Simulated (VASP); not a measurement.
MnO2, 3 atoms in the cell. It takes space group R-3m (No. 166, trigonal). The conventional cell has a = 2.859 Å, b = 2.859 Å, c = 14.687 Å, α = 90.00°, β = 90.00°, γ = 120.00°. Mn (site symmetry -3m) has 6 O at 1.90 Å within 2.5 Å. Within 2.5 Å of O (site symmetry 3m) lie 3 Mn at 1.90 Å. 

- Program: VASP 6.6.1
- Task: single point
- Functional: PBEsol
- Potentials or basis: VASP PAW PBE potentials, release 64 (Mn_pv, O)
- Cutoff: 520 eV
- k mesh: 11 × 11 × 11
- Occupations: fermi-dirac, width 0.05 eV
- Spin: collinear spin, ferromagnetic start
- Starting moments: [4.0, 0.0, 0.0] μB
- Hubbard terms: Mn d U = 2.0 eV
- Dipole correction: no
- Further INCAR settings: ALGO = Normal; EDIFF = 1e-06; NBANDS = 24

Potentials or basis: VASP PAW PBE potentials, release 64 (Mn_pv, O).

Command:

```bash
$ cat potpaw_PBE.64/Mn_pv/POTCAR potpaw_PBE.64/O/POTCAR > POTCAR
$ mpirun -np 1 vasp_std > vasp.out
```

Hardware: 1 thread of Oxide Virtual Turin-like Processor (shared host).

Question: How long does it take, and how much memory?

Answer: Run time: 15 min on 1 thread of Oxide Virtual Turin-like Processor, with other jobs on the host, peak memory 0.37 GiB. Counts: scf iterations 16, k points 146.
